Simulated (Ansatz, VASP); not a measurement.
# Two plane-wave programs on C

```
C
1.0
     2.46653    0.00000    0.00000
    -1.23327    2.13608    0.00000
     0.00000    0.00000    8.42772
C
4
Direct
  0.00000 0.00000 0.00250
  0.00000 0.00000 0.50250
  0.33333 0.66667 0.00250
  0.66667 0.33333 0.50250
```

Change from the starting cell: strain -0.0100 x Voigt [0, 0, 1, 0, 0, 0], atoms carried along.

Alike in both runs: task single point; functional PBE; k mesh 24 × 24 × 6; occupations gaussian, width 0.15 eV; no spin polarisation.

```csv
,VASP,Ansatz
version,VASP 6.6.1,Ansatz 0.2.0
potentials or method,"VASP PAW PBE potentials, release 64 (C), cutoff 520 eV","scalar-relativistic, plane waves, PAW"
valence electrons in the cell,16,16
```

|  | VASP | Ansatz | Ansatz less VASP |
| --- | --- | --- | --- |
| gap on the k mesh at the Fermi level (eV) | none | none | - |
| pressure (GPa) | 0.4 | 0.0 | -0.36 |
| traceless stress, the component that is largest in VASP (GPa) | -0.35 | 0.06 | +0.417 |

A gap of «none» marks a metal or a gap that the smearing closes. With one functional, cell and mesh, what is left measures potentials, basis and numerics.
